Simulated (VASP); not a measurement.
Wanted: the native input for a VASP 6.6.1 run.

| Item | Value |
| --- | --- |
| Task | single point |
| Functional | PBE |
| Potentials or basis | VASP PAW PBE potentials, release 64 (Nb_sv, Ge_d, P, S) |
| Cutoff | 520 eV |
| k mesh | 10 × 10 × 4 |
| Occupations | gaussian, width 0.1 eV |
| Spin | no spin polarisation |
| Dipole correction | no |
| Further INCAR settings | ALGO = Normal; EDIFF = 1e-06; NBANDS = 47 |

The structure of Nb3GeP3S lies in POSCAR:

```
Nb3GeP3S
1.0
    3.5661262001      0.0000000000      0.0000000000
    0.0000000000      3.5661262001      0.0000000000
    0.0000000000      0.0000000000     11.2298054759
Nb Ge P S
3 1 3 1
Direct
    0.5000000000      0.5000000000      0.2992610073
    0.0000000000      0.0000000000      0.5270873510
    0.5000000000      0.5000000000      0.7240929607
    0.0000000000      0.0000000000      0.0029704946
    0.0000000000      0.0000000000      0.2297528907
    0.5000000000      0.5000000000      0.5054840436
    0.0000000000      0.0000000000      0.7543601093
    0.5000000000      0.5000000000      0.9569911428
```

These files were run (other wordings do the same):

INCAR

```
SYSTEM = Nb3GeP3S
ALGO = Normal ; EDIFF = 1E-6
ENCUT = 520 ; GGA = PE
ISIF = 2 ; ISMEAR = 0
LASPH = .True. ; LCHARG = .False.
LREAL = .False. ; LWAVE = .False.
NBANDS = 47 ; NELM = 80
PREC = Accurate ; SIGMA = 0.1
```

KPOINTS

```
k-points
0
Gamma
  10 10 4
  0 0 0
```

Potentials or basis: VASP PAW PBE potentials, release 64 (Nb_sv, Ge_d, P, S).

Launch:

```console
$ cat potpaw_PBE.64/Nb_sv/POTCAR potpaw_PBE.64/Ge_d/POTCAR potpaw_PBE.64/P/POTCAR potpaw_PBE.64/S/POTCAR > POTCAR
$ mpirun -np 1 vasp_std > vasp.out
```

Results of the run:

- Pressure: -3.2 GPa
- Largest force: 0.013 eV/Å
- Band gap on the k mesh: zero (bands 37 and 38 overlap by 1.64 eV)

Caveat: the cell stands under tension.

Run time: 14 min on 1 thread of Intel Xeon 8259CL, on a shared host, peak memory 0.5 GiB.
